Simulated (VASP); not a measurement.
# Ag (Fm-3m) in VASP: further runs

Runs on Ag. Level: r2SCAN. Tasks: single point.

Program: VASP 6.6.1. These are calculated values, not measurements. Logs are shortened: lines on timing, memory, paths and dates and some standing lists are left out, and cuts for length are marked.

## 1. The cell of the first run

Symmetry: Fm-3m, No. 225, cubic system. The conventional cell has a = 4.104 Å, b = 4.104 Å, c = 4.104 Å, α = 90.00°, β = 90.00°, γ = 90.00°. Within 3.8 Å of Ag (site symmetry m-3m) lie 12 Ag at 2.90 Å.

## 2. Single point, r2SCAN

Input file POSCAR:

```
Ag
1.0
    0.0000000000      2.0519023311      2.0519023311
    2.0519023311      0.0000000000      2.0519023311
    2.0519023311      2.0519023311      0.0000000000
Ag
1
Direct
    0.0000000000      0.0000000000      0.0000000000
```

Input file INCAR.step1:

```
SYSTEM = Ag
PREC     = Accurate       ! precision mode
ENCUT    = 520            ! plane-wave cutoff, eV
ISMEAR   = -1             ! smearing method
SIGMA    = 0.1            ! smearing width, eV
LREAL    = .FALSE.        ! projectors in reciprocal space
LASPH    = .TRUE.         ! aspherical terms in the spheres
NELM     = 100            ! most SCF steps
NBANDS   = 12             ! bands
GGA      = PE             ! functional
ALGO     = Normal         ! electronic algorithm
EDIFF    = 1E-4           ! SCF threshold, eV
LWAVE    = .TRUE.         ! write WAVECAR
LCHARG   = .FALSE.        ! write CHGCAR
```

Input file INCAR.step2:

```
SYSTEM = Ag
PREC     = Accurate       ! precision mode
ENCUT    = 520            ! plane-wave cutoff, eV
EDIFF    = 1E-7           ! SCF threshold, eV
ISMEAR   = -1             ! smearing method
SIGMA    = 0.1            ! smearing width, eV
LREAL    = .FALSE.        ! projectors in reciprocal space
LASPH    = .TRUE.         ! aspherical terms in the spheres
NELM     = 100            ! most SCF steps
ALGO     = Normal         ! electronic algorithm
ISIF     = 2              ! what is computed and relaxed
LWAVE    = .FALSE.        ! write WAVECAR
LCHARG   = .FALSE.        ! write CHGCAR
METAGGA  = R2SCAN         ! meta-GGA
LMIXTAU  = .TRUE.       
NBANDS   = 12             ! bands
ISTART   = 1
```

Input file KPOINTS:

```
Automatic mesh
0
G
  19 19 19
  0 0 0
```

Potentials or basis: VASP PAW PBE potentials, release 64 (Ag).

Run with:

```
cat potpaw_PBE.64/Ag/POTCAR > POTCAR
cp INCAR.step1 INCAR
mpirun -np 1 vasp_std > vasp.out
cp INCAR.step2 INCAR
mpirun -np 1 vasp_std > vasp.out
```

OUTCAR:

```text
SYSTEM = Ag
   PREC = Accurate
   ENCUT = 520
   EDIFF = 1E-7
   ISMEAR = -1
   LREAL = .FALSE.
   LASPH = .TRUE.
   NELM = 100
   ISIF = 2
   METAGGA = R2SCAN
   ISTART = 1

 ion  position               nearest neighbor table
   1  0.000  0.000  0.000-

  LATTYP: Found a face centered cubic cell.
 ALAT       =     4.1038046622

  Lattice vectors:

 A1 = (   0.0000000000,   2.0519023311,   2.0519023311)
 A2 = (   2.0519023311,   0.0000000000,   2.0519023311)
 A3 = (   2.0519023311,   2.0519023311,   0.0000000000)

Analysis of symmetry for initial positions (statically):
=====================================================================
 Subroutine PRICEL returns:
 Original cell was already a primitive cell.

 Routine SETGRP: Setting up the symmetry group for a
 face centered cubic supercell.

 Subroutine GETGRP returns: Found 48 space group operations
 (whereof 48 operations were pure point group operations)
 out of a pool of 48 trial point group operations.

The static configuration has the point symmetry O_h .

Analysis of symmetry for dynamics (positions and initial velocities):
=====================================================================
 Subroutine PRICEL returns:
 Original cell was already a primitive cell.

 Routine SETGRP: Setting up the symmetry group for a
 face centered cubic supercell.

 Subroutine GETGRP returns: Found 48 space group operations
 (whereof 48 operations were pure point group operations)
 out of a pool of 48 trial point group operations.

The dynamic configuration has the point symmetry O_h .

 Subroutine INISYM returns: Found 48 space group operations
 (whereof 48 operations are pure point group operations),
 and found     1 'primitive' translations

----------------------------------------------------------------------------------------

                                     Primitive cell

  volume of cell :      17.2783

  direct lattice vectors                    reciprocal lattice vectors
     0.000000000  2.051902331  2.051902331    -0.243676316  0.243676316  0.243676316
     2.051902331  0.000000000  2.051902331     0.243676316 -0.243676316  0.243676316
     2.051902331  2.051902331  0.000000000     0.243676316  0.243676316 -0.243676316

  length of vectors
     2.901828105  2.901828105  2.901828105     0.422059759  0.422059759  0.422059759

  position of ions in fractional coordinates (direct lattice)
     0.000000000  0.000000000  0.000000000

  ion indices of the primitive-cell ions
   primitive index   ion index
                 1           1

----------------------------------------------------------------------------------------

 KPOINTS: Automatic mesh

Automatic generation of k-mesh.
 Grid dimensions read from file:
 generate k-points for:   19   19   19

 Generating k-lattice:

  Cartesian coordinates                     Fractional coordinates (reciprocal lattice)
    -0.012825069  0.012825069  0.012825069     0.052631579  0.000000000  0.000000000
     0.012825069 -0.012825069  0.012825069     0.000000000  0.052631579  0.000000000
     0.012825069  0.012825069 -0.012825069     0.000000000  0.000000000  0.052631579

  Length of vectors
     0.022213672  0.022213672  0.022213672

  Shift w.r.t. Gamma in fractional coordinates (k-lattice)
     0.000000000  0.000000000  0.000000000

 Subroutine IBZKPT returns following result:
 ===========================================

 Found    220 irreducible k-points:

 Following reciprocal coordinates:
            Coordinates               Weight
  0.000000  0.000000  0.000000      1.000000
  0.052632  0.000000  0.000000      8.000000
  0.105263  0.000000  0.000000      8.000000
  0.157895  0.000000  0.000000      8.000000
  0.210526  0.000000  0.000000      8.000000
  0.263158  0.000000  0.000000      8.000000
[... 16 lines left out ...]
 -0.315789  0.052632  0.000000     24.000000
 -0.263158  0.052632  0.000000     24.000000
 [... further k-points ...]
   k-points           NKPTS =    220   k-points in BZ     NKDIM =    220   number of bands    NBANDS=     12
   number of dos      NEDOS =    301   number of ions     NIONS =      1
   total plane-waves  NPLWV =  13824
   dimension x,y,z NGX =    24 NGY =   24 NGZ =   24
   dimension x,y,z NGXF=    48 NGYF=   48 NGZF=   48
   ions per type =               1
   NGX,Y,Z   is equivalent  to a cutoff of  13.75, 13.75, 13.75 a.u.
   NGXF,Y,Z  is equivalent  to a cutoff of  27.50, 27.50, 27.50 a.u.
 SYSTEM =  Ag
   PREC   = accura    normal or accurate (medium, high low for compatibility)
   ISTART =      1    job   : 0-new  1-cont  2-samecut
   ICHARG =      0    charge: 1-file 2-atom 10-const
   ISPIN  =      1    spin polarized calculation?
   LNONCOLLINEAR =      F non collinear calculations
   LSORBIT =      F    spin-orbit coupling
   LASPH  =      T    aspherical Exc in radial PAW
   ENCUT  =  520.0 eV  38.22 Ry    6.18 a.u.   5.40  5.40  5.40*2*pi/ulx,y,z
   NELM   =    100;   NELMIN=  2; NELMDL=  0     # of ELM steps
   EDIFF  = 0.1E-06   stopping-criterion for ELM
   LREAL  =      F    real-space projection
   EDIFFG = 0.1E-05   stopping-criterion for IOM
   NSW    =      0    number of steps for IOM
   IBRION =     -1    ionic relax: 0-MD 1-quasi-New 2-CG
   NFREE  =      0    steps in history (QN), initial steepest desc. (CG)
   ISIF   =      2    stress and relaxation
   ISYM   =      2    0-nonsym 1-usesym 2-fastsym
   POTIM  = 0.5000    time-step for ionic-motion
   TEBEG  =    0.0;   TEEND  =   0.0 temperature during run
   PSTRESS=    0.0 pullay stress
   NELECT =      11.0000    total number of electrons
   NUPDOWN=      -1.0000    fix difference up-down
   EMIN   =  10.00;   EMAX   =-10.00  energy-range for DOS
   EFERMI =   0.00;   METHOD = LEGACY
   ISMEAR =    -1;   SIGMA  =   0.10  broadening in eV -4-tet -1-fermi 0-gaus
   EFERMI_NEDOS =   21; number of points for ismear=-14 and -15
   IALGO  =     38    algorithm
   IMIX   =      4    mixing-type and parameters
     AMIX     =   0.40;   BMIX     =  1.00
     AMIX_MAG =   1.60;   BMIX_MAG =  1.00
  volume/ion in A,a.u.               =      17.28       116.60
  Fermi-wavevector in a.u.,A,eV,Ry     =   1.408334  2.661366 26.985864  1.983405
  Thomas-Fermi vector in A             =   2.530502
   LORBIT       =      0    0 simple, 1 ext, 2 COOP (PROOUT), +10 PAW based schemes
   METAGGA = R2SCAN    functional components
   LHFCALC =     F    Hartree Fock is set to
   AEXX    =    0.0000 exact exchange contribution
   IVDW    =     0    specifies the selected vdW correction
   LEPSILON=     F    determine dielectric tensor
   LRPA    =     F    only Hartree local field effects (RPA)
 non-spin polarized calculation
  energy-cutoff  :      520.00
  volume of cell :       17.28
 maximum number of plane-waves:       485
 NGX is ok and might be reduce to    24
   NGX = 11   NGY = 11   NGZ = 11

 number of electron      10.9999999 magnetization

 Free energy of the ion-electron system (eV)
  ---------------------------------------------------
  ext. energy  EPLUGINS =         0.00000000
  ---------------------------------------------------
  free energy    TOTEN  =       -21.35963498 eV

  energy without entropy =      -21.34903765  energy(sigma->0) =      -21.35433631

 E-fermi :   8.3101     XC(G=0): -12.8767

 val. band max:        8.2941598976   @ k =  -0.3158   0.2105   0.0526
 cond. band min:       8.3131296947   @ k =  -0.4211   0.1053   0.0000
 fundamental gap:      0.0189697971
 Fermi energy:         8.3100787221

 k-point     1 :       0.0000    0.0000    0.0000
  band No.  band energies     occupation
      1       0.3905      2.00000
      2       3.1578      2.00000
      3       3.1578      2.00000
      4       3.1578      2.00000
      5       4.1779      2.00000
      6       4.1779      2.00000
      7      24.8686      0.00000
      8      28.5153      0.00000
      9      28.5153      0.00000
     10      28.5153      0.00000
     11      33.4446      0.00000
     12      34.4058      0.00000

 k-point     2 :       0.0526    0.0000    0.0000
  band No.  band energies     occupation
      1       0.4793      2.00000
      2       3.1378      2.00000
      3       3.1821      2.00000
      4       3.1821      2.00000
      5       4.1685      2.00000
      6       4.1685      2.00000
      7      24.8804      0.00000
      8      27.7129      0.00000
      9      28.5440      0.00000
     10      28.5440      0.00000
     11      33.5276      0.00000
     12      34.3226      0.00000

 k-point     3 :       0.1053    0.0000    0.0000
  band No.  band energies     occupation
      1       0.7364      2.00000
      2       3.0913      2.00000
      3       3.2465      2.00000
      4       3.2465      2.00000
      5       4.1493      2.00000
      6       4.1493      2.00000
      7      24.6547      0.00000
      8      26.3238      0.00000
      9      28.6127      0.00000
     10      28.6127      0.00000
     11      32.7475      0.00000
     12      34.0181      0.00000

 k-point     4 :       0.1579    0.0000    0.0000
  band No.  band energies     occupation
      1       1.1220      2.00000
      2       3.0675      2.00000
      3       3.3222      2.00000
      4       3.3222      2.00000
      5       4.1484      2.00000
      6       4.1484      2.00000
      7      23.2782      0.00000
      8      25.8054      0.00000
      9      28.6665      0.00000
     10      28.6665      0.00000
     11      32.0051      0.00000
     12      33.4405      0.00000

 k-point     5 :       0.2105    0.0000    0.0000
  band No.  band energies     occupation
      1       1.5228      2.00000
      2       3.1924      2.00000
      3       3.3639      2.00000
      4       3.3639      2.00000
      5       4.2084      2.00000
      6       4.2084      2.00000
      7      21.2730      0.00000
      8      25.6658      0.00000
      9      28.6159      0.00000
     10      28.6159      0.00000
     11      31.7210      0.00000
     12      32.7396      0.00000
[... 228 lines left out ...]
      1       1.6801      2.00000
      2       3.1291      2.00000
      3       3.1853      2.00000
      4       4.7902      2.00000
      5       4.8637      2.00000
      6       7.4136      1.99974
      7      12.8868      0.00000
      8      24.0910      0.00000
      9      26.0247      0.00000
     10      26.9747      0.00000
     11      31.7774      0.00000
     12      32.0906      0.00000

 k-point    22 :      -0.3684    0.0526    0.0000
  band No.  band energies     occupation
      1       1.7396      2.00000
      2       3.1823      2.00000
      3       3.2294      2.00000
      4       4.6347      2.00000
      5       4.6962      2.00000
      6       6.2847      2.00000
      7      14.5534      0.00000
      8      24.2792      0.00000
      9      26.2049      0.00000
     10      27.7049      0.00000
     11      31.6155      0.00000
     12      31.9735      0.00000

 k-point    23 :      -0.3158    0.0526    0.0000
  band No.  band energies     occupation
      1       1.8095      2.00000
      2       3.2498      2.00000
      3       3.2942      2.00000
      4       4.3047      2.00000
      5       4.4872      2.00000
      6       5.3061      2.00000
      7      16.4793      0.00000
      8      24.5572      0.00000
      9      26.5922      0.00000
     10      28.6280      0.00000
     11      31.4499      0.00000
     12      31.6276      0.00000

 k-point    24 :      -0.2632    0.0526    0.0000
  band No.  band energies     occupation
      1       1.8346      2.00000
      2       3.3019      2.00000
      3       3.3621      2.00000
      4       3.7487      2.00000
      5       4.2753      2.00000
      6       4.7345      2.00000
      7      18.5311      0.00000
      8      24.8708      0.00000
      9      27.1068      0.00000
     10      29.5704      0.00000
     11      31.0980      0.00000
     12      31.4003      0.00000

 [... further k-points ...]
[... 5 lines left out ...]
  --------------------------------------------------------------------------------------
  -------------------------------------------------------------------------------------
  Total        0.0236112      0.0236112      0.0236112     -0.0000000      0.0000000      0.0000000
  in kB        2.1894169      2.1894169      2.1894169     -0.0000000      0.0000000      0.0000000
  external PRESSURE =       2.1894169 kB  Pullay stress =       0.0000000 kB

 VOLUME and BASIS-vectors are now :
 -----------------------------------------------------------------------------
  energy-cutoff  :      520.00
  volume of cell :       17.28
      direct lattice vectors                 reciprocal lattice vectors
     0.000000000  2.051902331  2.051902331    -0.243676316  0.243676316  0.243676316
     2.051902331  0.000000000  2.051902331     0.243676316 -0.243676316  0.243676316
     2.051902331  2.051902331  0.000000000     0.243676316  0.243676316 -0.243676316

 POSITION                                       TOTAL-FORCE (eV/Angst)
 -----------------------------------------------------------------------------------
      0.00000      0.00000      0.00000         0.000000      0.000000      0.000000
 -----------------------------------------------------------------------------------
    total drift:                               -0.000000      0.000000     -0.000000

  FREE ENERGIE OF THE ION-ELECTRON SYSTEM (eV)
  ---------------------------------------------------
  free  energy   TOTEN  =       -21.3596349825 eV

  energy  without entropy=      -21.3490376452  energy(sigma->0) =      -21.35433631
```

Wall time 7.7 min (1 thread of AMD EPYC, shared host); peak memory 0.15 GiB.

What came out:

| Quantity | Value |
| --- | --- |
| Free energy | -21.3596 eV |
| Pressure | 0.2 GPa |

Caveat: the PAW data sets were made with another functional, which shifts forces and pressure a little.

## 3. Single point, r2SCAN

POSCAR is that of step 2.

Input file INCAR.step1:

```
SYSTEM = Ag
PREC     = Accurate       ! precision mode
ENCUT    = 520            ! plane-wave cutoff, eV
ISMEAR   = -1             ! smearing method
SIGMA    = 0.1            ! smearing width, eV
LREAL    = .False.        ! projectors in reciprocal space
LASPH    = .True.         ! aspherical terms in the spheres
NELM     = 80             ! most SCF steps
NBANDS   = 12             ! bands
GGA      = PE             ! functional
ALGO     = Normal         ! electronic algorithm
EDIFF    = 1E-4           ! SCF threshold, eV
LWAVE    = .True.         ! write WAVECAR
LCHARG   = .False.        ! write CHGCAR
```

Input file INCAR.step2:

```
SYSTEM = Ag
PREC     = Accurate       ! precision mode
ENCUT    = 520            ! plane-wave cutoff, eV
EDIFF    = 1E-7           ! SCF threshold, eV
ISMEAR   = -1             ! smearing method
SIGMA    = 0.1            ! smearing width, eV
LREAL    = .False.        ! projectors in reciprocal space
LASPH    = .True.         ! aspherical terms in the spheres
NELM     = 80             ! most SCF steps
ALGO     = Normal         ! electronic algorithm
ISIF     = 2              ! what is computed and relaxed
LWAVE    = .False.        ! write WAVECAR
LCHARG   = .False.        ! write CHGCAR
METAGGA  = R2SCAN         ! meta-GGA
LMIXTAU  = .True.       
NBANDS   = 12             ! bands
ISTART   = 1
```

Input file KPOINTS:

```
Automatic mesh
0
Gamma
  22 22 22
  0 0 0
```

Potentials or basis: VASP PAW PBE potentials, release 64 (Ag).

Run with:

```
cat potpaw_PBE.64/Ag/POTCAR > POTCAR
cp INCAR.step1 INCAR
mpirun -np 1 vasp_std > vasp.out
cp INCAR.step2 INCAR
mpirun -np 1 vasp_std > vasp.out
```

Run time: 11 min. Hardware: 1 thread of AMD EPYC, shared host; peak memory 0.16 GiB.

Results (log left out):

```
Free energy : -21.3631 eV
Pressure    : 0.2 GPa
```

Levels at points of the mesh, in eV from the Fermi level:
```
           k point  band 3  band 4  band 5  band 6  band 7  band 8  band 9  band 10
(0.00, 0.00, 0.00)   -5.13   -5.13   -4.11   -4.11   16.58   20.23   20.23    20.23
(0.50, 0.00, 0.00)   -5.16   -3.31   -3.31   -0.34    3.59   15.82   18.43    18.43
(0.50, 0.50, 0.00)   -3.35   -3.10   -3.10    1.70    6.83   11.03   11.03    17.48
```

Caveat: the PAW data sets were made with another functional, which shifts forces and pressure a little.
